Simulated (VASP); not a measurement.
ZrSnO4, 12 atoms in the cell. Symmetry: P-42_1m, No. 113, tetragonal system. Conventional cell: a = 4.863 Å, b = 4.863 Å, c = 6.527 Å, α = 90.00°, β = 90.00°, γ = 90.00°. Within 2.8 Å of Sn (site symmetry 2mm) lie 6 O at 2.09 to 2.10 Å. Within 2.8 Å of O (site symmetry m) lie 2 Sn at 2.09 to 2.10 Å and 1 Zr at 2.12 Å and 1 O at 2.70 Å. O (site symmetry m) has 1 Sn at 2.10 Å and 2 Zr at 2.11 to 2.12 Å and 1 O at 2.66 Å within 2.8 Å. Zr (site symmetry 2mm) has 6 O at 2.11 to 2.12 Å within 2.8 Å. 

| Quantity | Value |
| --- | --- |
| Program | VASP 6.6.1 |
| Task | single point |
| Functional | PBE |
| Potentials or basis | VASP PAW PBE potentials, release 64 (Sn_d, O, Zr_sv) |
| Cutoff | 520 eV |
| k mesh | 6 × 6 × 4 |
| Occupations | fermi-dirac, width 0.02 eV |
| Spin | no spin polarisation |
| Dipole correction | no |
| Further INCAR settings | ALGO = Normal; EDIFF = 1e-07; NBANDS = 62 |

Potentials or basis: VASP PAW PBE potentials, release 64 (Sn_d, O, Zr_sv).

Launch:

```console
$ cat potpaw_PBE.64/Sn_d/POTCAR potpaw_PBE.64/O/POTCAR potpaw_PBE.64/Zr_sv/POTCAR > POTCAR
$ mpirun -np 1 vasp_std > vasp.out
```

Hardware: 1 thread of AMD EPYC 7571, with other jobs on the host.

Q: How long does it take, and how much memory?

A: It took 13 min on 1 thread of AMD EPYC 7571, on a shared host, peak memory 0.34 GiB. Counts: scf iterations 17, k points 30.
